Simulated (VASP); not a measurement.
# RbBr (Fm-3m) in VASP: further runs, part 3 of 3

VASP 6.6.1. The steps go on from the part before.

### 5 Electric field gradients, PBEsol (42.68 Å³/atom)

This run uses another cell than the first one, of 42.68 Å³/atom.

The input, INCAR:

```
  ALGO = Normal
  EDIFF = 1E-8
  ENCUT = 520
  GGA = PS
  ISIF = 2
  ISMEAR = -1
  LASPH = T
  LCHARG = F
  LEFG = T
  LREAL = F
  LWAVE = F
  NBANDS = 15
  NELM = 60
  PREC = Accurate
  SIGMA = 0.03
```

The input, KPOINTS:

```
k-points
0
Gamma
  7 7 7
```

The input, POSCAR:

```
RbBr
1.0
    0.0000000000      3.4947229488      3.4947229488
    3.4947229488      0.0000000000      3.4947229488
    3.4947229488      3.4947229488      0.0000000000
Rb Br
1 1
Direct
    0.0000000000      0.0000000000      0.0000000000
    0.5000000000      0.5000000000      0.5000000000
```

Potentials or basis: VASP PAW PBE potentials, release 64 (Rb_sv, Br).

Launch:

```console
> cat potpaw_PBE.64/Rb_sv/POTCAR potpaw_PBE.64/Br/POTCAR > POTCAR
> mpirun -np 1 vasp_std > vasp.out
```

OUTCAR:

```text
EDIFF = 1E-8
   ENCUT = 520
   GGA = PS
   ISIF = 2
   ISMEAR = -1
   LASPH = T
   LREAL = F
   NELM = 60
   PREC = Accurate

 ion  position               nearest neighbor table
   1  0.000  0.000  0.000-   2 3.49   2 3.49   2 3.49   2 3.49   2 3.49   2 3.49
   2  0.500  0.500  0.500-   1 3.49   1 3.49   1 3.49   1 3.49   1 3.49   1 3.49

  LATTYP: Found a face centered cubic cell.
 ALAT       =     6.9894458976

  Lattice vectors:

 A1 = (   0.0000000000,   3.4947229488,   3.4947229488)
 A2 = (   3.4947229488,   0.0000000000,   3.4947229488)
[... 565 lines left out ...]
  ---------------------------------------------------
  free  energy   TOTEN  =        -6.3436641586 eV

  energy  without entropy=       -6.3436641586  energy(sigma->0) =       -6.34366416

 Electric field gradients (V/A^2)
---------------------------------------------------------------------
 ion       V_xx      V_yy      V_zz      V_xy      V_xz      V_yz
---------------------------------------------------------------------
   1      -0.000     0.000    -0.000     0.000     0.000     0.000
   2       0.000    -0.000     0.000    -0.001    -0.001    -0.001
---------------------------------------------------------------------

 Electric field gradients after diagonalization (V/A^2)
 (convention: |V_zz| > |V_xx| > |V_yy|)
----------------------------------------------------------------------
 ion       V_xx      V_yy      V_zz     asymmetry (V_yy - V_xx)/ V_zz
----------------------------------------------------------------------
   1      -0.000    -0.000     0.000       0.000
   2       0.001     0.001    -0.001       0.000
----------------------------------------------------------------------

           NMR quadrupolar parameters

 Cq : quadrupolar parameter    Cq=e*Q*V_zz/h
 eta: asymmetry parameters     (V_yy - V_xx)/ V_zz
 Q  : nuclear electric quadrupole moment in mb (millibarn)
----------------------------------------------------------------------
 ion       Cq(MHz)       eta       Q (mb)
----------------------------------------------------------------------
   1       0.000       0.000       1.000
   2      -0.000       0.000       1.000
----------------------------------------------------------------------
```

OSZICAR:

```text
N       E                     dE             d eps       ncg     rms          rms(c)
DAV:   1     0.841109163791E+02    0.84111E+02   -0.65125E+03   600   0.906E+02
DAV:   2    -0.431878897274E+00   -0.84543E+02   -0.77872E+02   851   0.160E+02
DAV:   3    -0.637511314506E+01   -0.59432E+01   -0.59211E+01   768   0.447E+01
DAV:   4    -0.656169351963E+01   -0.18658E+00   -0.18654E+00   885   0.715E+00
DAV:   5    -0.656300395839E+01   -0.13104E-02   -0.13104E-02   803   0.643E-01    0.250E+00
DAV:   6    -0.635048487657E+01    0.21252E+00   -0.25026E-01   740   0.229E+00    0.160E+00
DAV:   7    -0.633180919823E+01    0.18676E-01   -0.10560E-01   803   0.158E+00    0.857E-01
DAV:   8    -0.634288998950E+01   -0.11081E-01   -0.14902E-02   681   0.672E-01    0.114E-01
DAV:   9    -0.634323209334E+01   -0.34210E-03   -0.60972E-04   803   0.123E-01    0.610E-02
DAV:  10    -0.634365037744E+01   -0.41828E-03   -0.51437E-04   656   0.120E-01    0.174E-02
DAV:  11    -0.634365721967E+01   -0.68422E-05   -0.24091E-05   836   0.276E-02    0.125E-02
DAV:  12    -0.634366387833E+01   -0.66587E-05   -0.12347E-05   663   0.170E-02    0.146E-03
DAV:  13    -0.634366412005E+01   -0.24172E-06   -0.30891E-07   855   0.326E-03    0.161E-03
DAV:  14    -0.634366415328E+01   -0.33231E-07   -0.12087E-07   663   0.198E-03    0.662E-04
DAV:  15    -0.634366415861E+01   -0.53242E-08   -0.56847E-09   629   0.410E-04
   1 F= -.63436642E+01 E0= -.63436642E+01  d E =-.337080E-10
```

stdout:

```text
POSCAR found type information on POSCAR RbBr
 POSCAR found :  2 types and       2 ions
 scaLAPACK will be used
 -----------------------------------------------------------------------------
|                                                                             |
|                                                                             |
|     You enforced a specific xc type in the INCAR file but a different       |
|     I HOPE YOU KNOW WHAT YOU ARE DOING!                                     |
|                                                                             |
 -----------------------------------------------------------------------------

 LDA part: xc-table for (Slater+PW92), standard interpolation
 POSCAR, INCAR and KPOINTS ok, starting setup
 FFT: planning ... GRIDC
 FFT: planning ... GRID_SOFT
 FFT: planning ... GRID
 WAVECAR not read
 entering main loop
ion   1

ion   2
```

Wall time 49 s (1 thread of Intel Xeon 8259CL, shared host); peak memory 0.25 GiB.

Results:

- Free energy: -6.3437 eV
- Pressure: -0.7 GPa
- Band gap on the k mesh: 4.08 eV
- Largest electric field gradient by atom: zero within the noise of the run

Levels at points of the mesh, in eV from the valence-band top:
```
           k point  band 6  band 7  band 8  band 9  band 10  band 11
(0.00, 0.00, 0.00)    0.00    0.00    0.00    4.08     7.19     7.19
```

Caveat: the PAW data sets were made with another functional, which shifts forces and pressure a little; an odd mesh through Γ misses points on the zone boundary, where band edges can lie.

### 6 Overview

```csv
cell,gap on the mesh (eV),pressure (GPa)
"a = 4.863 Å, angles 60.0°, 2 atoms",4.19,-0.2
"a = 4.879 Å, angles 60.0°, 2 atoms",4.17,-0.3
"a = 4.911 Å, angles 60.0°, 2 atoms",4.12,-0.5
"a = 4.942 Å, angles 60.0°, 2 atoms",4.08,-0.7
```

Alike in all rows: task electric field gradients; level PBEsol; potentials or basis VASP PAW PBE potentials, release 64 (Rb_sv, Br); no spin polarisation; k mesh 7 × 7 × 7; cutoff (eV) 520; smearing fermi-dirac 0.03 eV.

Caveats: the PAW data sets were made with another functional, which shifts forces and pressure a little; an odd mesh through Γ misses points on the zone boundary, where band edges can lie.

Total energies depend on the potentials used, so only differences within one code and one set of settings carry meaning.
